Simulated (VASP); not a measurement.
# Gd (P6_3/mmc) in VASP: notebook

Runs on Gd. Level: PBE. Tasks: relaxation of shape and atoms at fixed volume, single point.

All numbers are computed with VASP 6.6.1; they aren't measurements. Logs are shortened: lines on timing, memory, paths and dates and some standing lists are left out, and cuts for length are marked.

## (1) The cell of the first run

The structure is hexagonal, space group P6_3/mmc (No. 194). Conventional cell: a = 3.617 Å, b = 3.617 Å, c = 5.798 Å, α = 90.00°, β = 90.00°, γ = 120.00°. Gd (site symmetry -6m2) has 12 Gd at 3.57 to 3.62 Å within 4.7 Å.

## (2) Relaxation of shape and atoms at fixed volume, PBE, collinear spin, antiferromagnetic start (32.85 Å³/atom)

Contents of INCAR:

```
SYSTEM = Gd
PREC = Accurate
ENCUT = 600
EDIFF = 1E-7
ISMEAR = 0
SIGMA = 0.05
LREAL = .False.
LASPH = .True.
NELM = 200
ALGO = Normal
ISIF = 4
LWAVE = .False.
LCHARG = .False.
ISPIN = 2
MAGMOM = 7.99 -7.99
LORBIT = 11
LMAXMIX = 6
GGA = PE
IBRION = 2
NSW = 60
EDIFFG = -0.01
GGA_COMPAT = .False.
NELMIN = 4
KPAR = 4
```

Contents of KPOINTS:

```
Automatic mesh
0
Gamma
  14 14 8
  0 0 0
```

Contents of POSCAR:

```
Gd
1.0
    3.6172732016      0.0000000000      0.0000000000
   -1.8086366008      3.1326504850      0.0000000000
    0.0000000000      0.0000000000      5.7982550851
Gd
2
Direct
    0.3333333333      0.6666666667      0.7500000000
    0.6666666667      0.3333333333      0.2500000000
```

Potentials or basis: VASP PAW PBE potentials, release 64 (Gd).

Started as:

```
> cat potpaw_PBE.64/Gd/POTCAR > POTCAR
> mpirun -np 4 vasp_std > vasp.out
```

OUTCAR:

```text
SYSTEM = Gd
   PREC = Accurate
   ENCUT = 600
   EDIFF = 1E-7
   ISMEAR = 0
   LREAL = .False.
   LASPH = .True.
   NELM = 200
   ISIF = 4
   ISPIN = 2
   LORBIT = 11
   GGA = PE
   IBRION = 2
   NSW = 60
   EDIFFG = -0.01
   NELMIN = 4

 ion  position               nearest neighbor table
   1  0.333  0.667  0.750-
   2  0.667  0.333  0.250-

  LATTYP: Found a hexagonal cell.
 ALAT       =     3.6172732016
 C/A-ratio  =     1.6029353499

  Lattice vectors:

 A1 = (   3.6172732016,   0.0000000000,   0.0000000000)
 A2 = (  -1.8086366008,   3.1326504850,   0.0000000000)
 A3 = (   0.0000000000,   0.0000000000,   5.7982550851)

Analysis of symmetry for initial positions (statically):
=====================================================================
 Subroutine PRICEL returns:
 Original cell was already a primitive cell.

 Routine SETGRP: Setting up the symmetry group for a
 hexagonal supercell.

 Subroutine GETGRP returns: Found 24 space group operations
 (whereof 12 operations were pure point group operations)
 out of a pool of 24 trial point group operations.

The static configuration has the point symmetry D_3d.
 The point group associated with its full space group is D_6h.

Analysis of symmetry for dynamics (positions and initial velocities):
=====================================================================
 Subroutine PRICEL returns:
 Original cell was already a primitive cell.

 Routine SETGRP: Setting up the symmetry group for a
 hexagonal supercell.

 Subroutine GETGRP returns: Found 24 space group operations
 (whereof 12 operations were pure point group operations)
 out of a pool of 24 trial point group operations.

The dynamic configuration has the point symmetry D_3d.
 The point group associated with its full space group is D_6h.

Analysis of structural, dynamic, and magnetic symmetry:
=====================================================================
 Subroutine PRICEL returns:
 Original cell was already a primitive cell.

 Routine SETGRP: Setting up the symmetry group for a
 hexagonal supercell.

 Subroutine GETGRP returns: Found 24 space group operations
 (whereof 12 operations were pure point group operations)
 out of a pool of 24 trial point group operations.

The overall configuration has the point symmetry D_3d.
 The point group associated with its full space group is D_6h.

 Subroutine INISYM returns: Found 24 space group operations
 (whereof 12 operations are pure point group operations),
 and found     1 'primitive' translations

----------------------------------------------------------------------------------------

                                     Primitive cell

  volume of cell :      65.7038

  direct lattice vectors                    reciprocal lattice vectors
     3.617273202  0.000000000  0.000000000     0.276451333  0.159609252  0.000000000
    -1.808636601  3.132650485  0.000000000     0.000000000  0.319218504  0.000000000
     0.000000000  0.000000000  5.798255085     0.000000000  0.000000000  0.172465679

  length of vectors
     3.617273202  3.617273202  5.798255085     0.319218504  0.319218504  0.172465679

  position of ions in fractional coordinates (direct lattice)
     0.333333333  0.666666667  0.750000000
     0.666666667  0.333333333  0.250000000

  ion indices of the primitive-cell ions
   primitive index   ion index
                 1           1
                 2           2

----------------------------------------------------------------------------------------

 KPOINTS: Automatic mesh

Automatic generation of k-mesh.
 Grid dimensions read from file:
 generate k-points for:   14   14    8

 Generating k-lattice:

  Cartesian coordinates                     Fractional coordinates (reciprocal lattice)
     0.019746524  0.011400661  0.000000000     0.071428571  0.000000000  0.000000000
     0.000000000  0.022801322  0.000000000     0.000000000  0.071428571  0.000000000
     0.000000000  0.000000000  0.021558210     0.000000000  0.000000000  0.125000000

  Length of vectors
     0.022801322  0.022801322  0.021558210

  Shift w.r.t. Gamma in fractional coordinates (k-lattice)
     0.000000000  0.000000000  0.000000000

 Subroutine IBZKPT returns following result:
 ===========================================

 Found    120 irreducible k-points:

 Following reciprocal coordinates:
            Coordinates               Weight
  0.000000  0.000000  0.000000      1.000000
  0.071429  0.000000  0.000000      6.000000
  0.142857  0.000000  0.000000      6.000000
  0.214286  0.000000  0.000000      6.000000
  0.285714  0.000000  0.000000      6.000000
  0.357143  0.000000  0.000000      6.000000
[... 16 lines left out ...]
  0.285714  0.285714  0.000000      6.000000
  0.357143  0.285714  0.000000      6.000000
 [... further k-points ...]
   k-points           NKPTS =    120   k-points in BZ     NKDIM =    120   number of bands    NBANDS=     22
[... 98 lines left out ...]
[... 14 lines left out ...]
     21       3.5947      0.00000
     22       3.6570      0.00000

 k-point     3 :       0.1429    0.0000    0.0000
  band No.  band energies     occupation
      1     -42.1686      1.00000
      2     -38.9483      1.00000
      3     -19.6055      1.00000
      4     -19.4142      1.00000
      5     -19.3363      1.00000
      6     -17.2334      1.00000
[... 14 lines left out ...]
     21       3.5982      0.00000
     22       3.6068      0.00000
[... 476 lines left out ...]
 k-point    23 :       0.2857    0.2857    0.0000
  band No.  band energies     occupation
      1     -42.1326      1.00000
      2     -38.9042      1.00000
      3     -19.7310      1.00000
      4     -19.5989      1.00000
      5     -19.4879      1.00000
      6     -17.4352      1.00000
[... 14 lines left out ...]
     21       3.5594      0.00000
     22       3.5964      0.00000

 k-point    24 :       0.3571    0.2857    0.0000
  band No.  band energies     occupation
      1     -42.1313      1.00000
      2     -38.9026      1.00000
      3     -19.7140      1.00000
      4     -19.6360      1.00000
      5     -19.4838      1.00000
      6     -17.4145      1.00000
[... 14 lines left out ...]
     21       3.5557      0.00000
     22       3.5770      0.00000

 [... further k-points ...]

 spin component 2

 k-point     1 :       0.0000    0.0000    0.0000
  band No.  band energies     occupation
      1     -42.1761      1.00000
      2     -38.9574      1.00000
      3     -19.6297      1.00000
      4     -19.3126      1.00000
      5     -19.3126      1.00000
      6     -17.2377      1.00000
[... 14 lines left out ...]
     21       3.5907      0.00000
     22       3.6728      0.00000

 k-point     2 :       0.0714    0.0000    0.0000
  band No.  band energies     occupation
      1     -42.1741      1.00000
      2     -38.9550      1.00000
      3     -19.6233      1.00000
      4     -19.3395      1.00000
      5     -19.3188      1.00000
      6     -17.2366      1.00000
[... 14 lines left out ...]
     21       3.5947      0.00000
     22       3.6643      0.00000

 k-point     3 :       0.1429    0.0000    0.0000
  band No.  band energies     occupation
      1     -42.1686      1.00000
      2     -38.9483      1.00000
      3     -19.6055      1.00000
      4     -19.4142      1.00000
      5     -19.3363      1.00000
      6     -17.2334      1.00000
[... 14 lines left out ...]
     21       3.5983      0.00000
     22       3.6068      0.00000
[... 476 lines left out ...]
 k-point    23 :       0.2857    0.2857    0.0000
  band No.  band energies     occupation
      1     -42.1326      1.00000
      2     -38.9042      1.00000
      3     -19.7310      1.00000
      4     -19.5989      1.00000
      5     -19.4879      1.00000
      6     -17.4352      1.00000
[... 14 lines left out ...]
     21       3.5594      0.00000
     22       3.5964      0.00000

 k-point    24 :       0.3571    0.2857    0.0000
  band No.  band energies     occupation
      1     -42.1313      1.00000
      2     -38.9026      1.00000
      3     -19.7140      1.00000
      4     -19.6360      1.00000
      5     -19.4838      1.00000
      6     -17.4145      1.00000
[... 14 lines left out ...]
     21       3.5557      0.00000
     22       3.5770      0.00000

 [... further k-points ...]

------------------------ aborting loop because EDIFF is reached ----------------------------------------

  FORCE on cell =-STRESS in cart. coord.  units (eV):
  Direction    XX          YY          ZZ          XY          YZ          ZX
  --------------------------------------------------------------------------------------
  -------------------------------------------------------------------------------------
  Total       -0.0146552     -0.0146552      0.0014518     -0.0000000      0.0000000     -0.0000000
  in kB       -0.3573654     -0.3573654      0.0354018     -0.0000000      0.0000000     -0.0000000
  external PRESSURE =      -0.2264430 kB  Pullay stress =       0.0000000 kB

 VOLUME and BASIS-vectors are now :
 -----------------------------------------------------------------------------
  energy-cutoff  :      600.00
  volume of cell :       65.70
      direct lattice vectors                 reciprocal lattice vectors
     3.617273202  0.000000000  0.000000000     0.276451333  0.159609252  0.000000000
    -1.808636601  3.132650485  0.000000000     0.000000000  0.319218504  0.000000000
     0.000000000  0.000000000  5.798255085     0.000000000  0.000000000  0.172465679

 POSITION                                       TOTAL-FORCE (eV/Angst)
 -----------------------------------------------------------------------------------
     -0.00000      2.08843      4.34869         0.000000      0.000000      0.000000
      1.80864      1.04422      1.44956        -0.000000     -0.000000      0.000000
 -----------------------------------------------------------------------------------
    total drift:                               -0.000000      0.000000     -0.000000

  FREE ENERGIE OF THE ION-ELECTRON SYSTEM (eV)
  ---------------------------------------------------
  free  energy   TOTEN  =       -23.4312223665 eV

  energy  without entropy=      -23.4273948217  energy(sigma->0) =      -23.42930859

 reached required accuracy - stopping structural energy minimisation

 total charge

# of ion       s       p       d       f       tot
--------------------------------------------------
    1        2.075   5.561   0.580   6.994  15.209
    2        2.075   5.561   0.580   6.994  15.209
--------------------------------------------------
tot          4.150  11.121   1.160  13.988  30.418

 magnetization (x)

# of ion       s       p       d       f       tot
--------------------------------------------------
    1        0.009  -0.070   0.201   6.802   6.943
    2       -0.009   0.070  -0.201  -6.802  -6.943
--------------------------------------------------
tot          0.000   0.000   0.000   0.000   0.000
```

Wall time 6 min (4 MPI ranks of Intel Xeon 6975P-C (Granite Rapids), shared host); peak memory 0.5 GiB.

Results:

* Free energy: -23.4312 eV
* Pressure after relaxing: 0.0 GPa
* Band gap on the k mesh: zero (filled and empty bands overlap)
* Net moment: 0.00 μB per cell
* Site moments: Gd +6.94, -6.94 μB
* Valence electrons inside the program's atomic spheres: Gd 15.21

Final structure:
```xyz
2
Lattice="3.6173 0.0000 0.0000 -1.8086 3.1327 0.0000 0.0000 0.0000 5.7983" Properties=species:S:1:pos:R:3 pbc="T T T"
Gd    0.0000    2.0884    4.3487
Gd    1.8086    1.0442    1.4496
```

Caveat: the antiferromagnetic order is the one typed at the start, and another may lie lower; spin-orbit coupling is left out, which moves the levels of the heavy elements; semilocal functionals describe open f shells poorly, which spoils levels, moments and volumes.

## (3) Single point, PBE, collinear spin, antiferromagnetic start (32.85 Å³/atom)

Contents of INCAR:

```
SYSTEM = Gd
PREC = Accurate
ENCUT = 520
EDIFF = 1E-6
ISMEAR = 0
SIGMA = 0.05
LREAL = .FALSE.
LASPH = .TRUE.
NELM = 150
ALGO = Normal
ISIF = 2
LWAVE = .FALSE.
LCHARG = .FALSE.
ISPIN = 2
MAGMOM = 7.99 -7.99
LORBIT = 11
LMAXMIX = 6
GGA = PE
NBANDS = 29
```

Contents of KPOINTS:

```
Automatic mesh
0
G
  14 14 8
  0 0 0
```

POSCAR is that of step 2.

Potentials or basis: VASP PAW PBE potentials, release 64 (Gd).

Started as:

```
> cat potpaw_PBE.64/Gd/POTCAR > POTCAR
> mpirun -np 1 vasp_std > vasp.out
```

Run time: 48 min. Hardware: 1 thread of Intel Xeon Platinum 8488C (Sapphire Rapids), shared host; peak memory 0.51 GiB.

The run converged. Its results:

```yaml
Free_energy: -23.4267 eV
Pressure: -0.2 GPa
Band_gap_on_the_k_mesh: zero (filled and empty bands overlap)
Net_moment: 0.00 μB per cell
Site_moments: Gd +6.94, -6.94 μB
Valence_electrons_inside_the_program's_atomic_spheres: Gd 15.21
```

Stress tensor (GPa, compression positive):
```
-0.30  0.00  0.00
 0.00 -0.30  0.00
 0.00  0.00 -0.05
```

Levels at points of the mesh, in eV from the Fermi level:
Spin up:
```csv
k point,band 15,band 16,band 17,band 18,band 19,band 20,band 21,band 22
"(0.00, 0.00, 0.00)",-4.65,-4.65,-1.94,0.49,0.54,0.63,0.63,0.71
"(0.50, 0.00, 0.00)",-4.62,-1.81,-1.10,-0.93,0.33,0.58,0.63,0.67
"(0.00, 0.00, 0.50)",-4.65,-3.45,-2.74,0.22,0.50,0.65,0.65,0.76
"(0.50, 0.00, 0.50)",-4.62,-1.92,-1.63,-0.26,0.41,0.52,0.63,0.67
```
Spin down:
```tsv
k point	band 16	band 17	band 18	band 19	band 20	band 21
(0.00, 0.00, 0.00)	-4.65	-1.94	0.49	0.54	0.63	0.63
(0.50, 0.00, 0.00)	-1.81	-1.10	-0.93	0.33	0.58	0.63
(0.00, 0.00, 0.50)	-3.45	-2.74	0.22	0.50	0.65	0.65
(0.50, 0.00, 0.50)	-1.92	-1.63	-0.26	0.41	0.52	0.63
```

Caveat: the antiferromagnetic order is the one typed at the start, and another may lie lower; spin-orbit coupling is left out, which moves the levels of the heavy elements; semilocal functionals describe open f shells poorly, which spoils levels, moments and volumes. The state reached can hang on the start; a lower one may exist.

## (4) Relaxation of shape and atoms at fixed volume, PBE, collinear spin, antiferromagnetic start (33.41 Å³/atom)

This run uses another cell than the first one, of 33.41 Å³/atom.

Contents of INCAR:

```
PREC = Accurate ; ENCUT = 600
EDIFF = 1E-7 ; ISMEAR = 0
SIGMA = 0.05 ; LREAL = False
LASPH = True ; NELM = 200
ALGO = Normal ; ISIF = 4
LWAVE = False ; LCHARG = False
ISPIN = 2 ; MAGMOM = 7.99 -7.99
LORBIT = 11 ; LMAXMIX = 6
GGA = PE ; IBRION = 2
NSW = 60 ; EDIFFG = -0.01
GGA_COMPAT = False ; NELMIN = 4
KPAR = 4
```

Contents of KPOINTS:

```
Automatic mesh
0
Gamma
  14 14 8
```

Contents of POSCAR:

```
Gd
1.0
    3.6377751650      0.0000000000      0.0000000000
   -1.8188875825      3.1504057062      0.0000000000
    0.0000000000      0.0000000000      5.8311184070
Gd
2
Direct
    0.3333333333      0.6666666667      0.7500000000
    0.6666666667      0.3333333333      0.2500000000
```

Started as:

```
> cat potpaw_PBE.64/Gd/POTCAR > POTCAR
> mpirun -np 4 vasp_std > vasp.out
```

Wall time 5.9 min (4 MPI ranks of Intel Xeon 6975P-C (Granite Rapids), shared host); peak memory 0.51 GiB.

Results (log left out):

- Free energy: -23.4296 eV
- Pressure after relaxing: -0.6 GPa
- Band gap on the k mesh: zero (filled and empty bands overlap)
- Net moment: 0.00 μB per cell
- Site moments: Gd +6.94, -6.94 μB
- Valence electrons inside the program's atomic spheres: Gd 15.20

Final structure:
```yaml
crystal:
  lattice:
    - [3.63778, 0.00000, 0.00000]
    - [-1.81889, 3.15041, 0.00000]
    - [0.00000, 0.00000, 5.83112]
  atoms:
    - { symbol: Gd, position: [0.33333, 0.66667, 0.75000] }
    - { symbol: Gd, position: [0.66667, 0.33333, 0.25000] }
```

Levels at points of the mesh, in eV from the Fermi level:
Spin up:
```
           k point  band 16  band 17  band 18  band 19  band 20  band 21
(0.00, 0.00, 0.00)    -4.63    -1.92     0.47     0.51     0.61     0.61
(0.50, 0.00, 0.00)    -1.79    -1.08    -0.90     0.29     0.56     0.61
(0.00, 0.00, 0.50)    -3.44    -2.74     0.22     0.48     0.63     0.63
(0.50, 0.00, 0.50)    -1.89    -1.60    -0.25     0.41     0.50     0.61
```
Spin down:
```tsv
k point	band 14	band 15	band 16	band 17	band 18	band 19	band 20	band 21	band 22
(0.00, 0.00, 0.00)	-4.68	-4.68	-4.63	-1.92	0.47	0.51	0.61	0.61	0.69
(0.50, 0.00, 0.00)	-4.68	-4.65	-1.79	-1.08	-0.90	0.29	0.56	0.61	0.65
(0.00, 0.00, 0.50)	-4.68	-4.68	-3.44	-2.74	0.22	0.48	0.63	0.63	0.75
(0.50, 0.00, 0.50)	-4.68	-4.65	-1.89	-1.60	-0.25	0.41	0.50	0.61	0.65
```

Caveat: the antiferromagnetic order is the one typed at the start, and another may lie lower; spin-orbit coupling is left out, which moves the levels of the heavy elements; semilocal functionals describe open f shells poorly, which spoils levels, moments and volumes.

## (5) Overview

| task | cell | cutoff (eV) | gap on the mesh (eV) | pressure (GPa) | moment (μB) |
| --- | --- | --- | --- | --- | --- |
| relaxation of shape and atoms at fixed volume | relaxed from a = 3.617, b = 3.617, c = 5.798 Å, angles 90.0, 90.0, 120.0°, 2 atoms | 600 | none | 0.0 | 0.00 |
| single point | a = 3.617, b = 3.617, c = 5.798 Å, angles 90.0, 90.0, 120.0°, 2 atoms | 520 | none | -0.2 | 0.00 |
| relaxation of shape and atoms at fixed volume | relaxed from a = 3.638, b = 3.638, c = 5.831 Å, angles 90.0, 90.0, 120.0°, 2 atoms | 600 | none | -0.6 | 0.00 |

Alike in all rows: level PBE; potentials or basis VASP PAW PBE potentials, release 64 (Gd); spin collinear, antiferromagnetic start; k mesh 14 × 14 × 8; smearing gaussian 0.05 eV.

Caveats: the antiferromagnetic order is the one typed at the start, and another may lie lower; spin-orbit coupling is left out, which moves the levels of the heavy elements; semilocal functionals describe open f shells poorly, which spoils levels, moments and volumes.

Total energies depend on the potentials used, so only differences within one code and one set of settings carry meaning.
